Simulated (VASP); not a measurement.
Input of a VASP 6.6.1 run:

File POSCAR:

```
BeS
1.0
    0.0000000000      2.4661366100      2.4661366100
    2.4661366100      0.0000000000      2.4661366100
    2.4661366100      2.4661366100      0.0000000000
Be S
1 1
Direct
    0.0000000000      0.0000000000      0.0000000000
    0.2500000000      0.2500000000      0.2500000000
```

Contents of INCAR.step1:

```
PREC = Accurate
ENCUT = 520
ISMEAR = -1
SIGMA = 0.02
LREAL = F
LASPH = T
NELM = 80
NBANDS = 11
GGA = PE
ALGO = Normal
EDIFF = 1E-4
LWAVE = T
LCHARG = F
```

INCAR.step2

```
PREC = Accurate
ENCUT = 520
EDIFF = 1E-6
ISMEAR = -1
SIGMA = 0.02
LREAL = F
LASPH = T
NELM = 80
ALGO = Normal
ISIF = 2
LWAVE = F
LCHARG = F
METAGGA = R2SCAN
LMIXTAU = T
NBANDS = 11
ISTART = 1
```

The input KPOINTS:

```
regular mesh
0
Gamma
  10 10 10
```

Potentials or basis: VASP PAW PBE potentials, release 64 (Be, S).

Run with:

```bash
$ cat potpaw_PBE.64/Be/POTCAR potpaw_PBE.64/S/POTCAR > POTCAR
$ cp INCAR.step1 INCAR
$ mpirun -np 1 vasp_std > vasp.out
$ cp INCAR.step2 INCAR
$ mpirun -np 1 vasp_std > vasp.out
```

What does it give for the band gap on the k mesh?

3.68 eV, indirect (least direct gap 6.22 eV).

Estimate the pressure.

-3.3 GPa.

Caveat: the PAW data sets were made with another functional, which shifts forces and pressure a little. r2SCAN opens gaps a little over a GGA but as a rule still falls short of measured ones.
